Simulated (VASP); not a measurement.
A run of VASP 6.6.1:

The input INCAR:

```
SYSTEM = MnF2
  PREC = Accurate
  ENCUT = 520
  EDIFF = 1E-6
  ISMEAR = 0
  SIGMA = 0.05
  LREAL = .False.
  LASPH = .True.
  NELM = 150
  ALGO = Normal
  ISIF = 2
  LWAVE = .False.
  LCHARG = .True.
  ISPIN = 2
  MAGMOM = 4.52 -4.52 -0.04 0.04 -0.04 0.04
  LORBIT = 11
  LMAXMIX = 4
  GGA = CA
  LELF = .True.
  LVHAR = .True.
  NBANDS = 40
```

File KPOINTS:

```
regular mesh
0
Gamma
  4 4 6
  0 0 0
```

POSCAR

```
MnF2
1.0
    4.8733996600      0.0000000000      0.0000000000
    0.0000000000      4.8733996600      0.0000000000
    0.0000000000      0.0000000000      3.3098997700
Mn F
2 4
Direct
    0.0000000000      0.0000000000      0.0000000000
    0.5000000000      0.5000000000      0.5000000000
    0.3050000000      0.3050000000      0.0000000000
    0.1950000000      0.8050000000      0.5000000000
    0.6950000000      0.6950000000      0.0000000000
    0.8050000000      0.1950000000      0.5000000000
```

Potentials or basis: VASP PAW LDA potentials, release 64 (Mn_pv, F).

Launch:

```sh
$ cat potpaw_LDA.64/Mn_pv/POTCAR potpaw_LDA.64/F/POTCAR > POTCAR
$ mpirun -np 1 vasp_std > vasp.out
```

Hardware: 1 thread of Intel(R) Xeon(R) Platinum 8259CL CPU @ 2.50GHz (Skylake/Cascade Lake) (shared host).

Estimate the wall time of this run.

It took 2.2 min on 1 thread of Intel(R) Xeon(R) Platinum 8259CL CPU @ 2.50GHz (Skylake/Cascade Lake), with other jobs on the host, peak memory 0.23 GiB. Counts: scf iterations 14, k points 24.
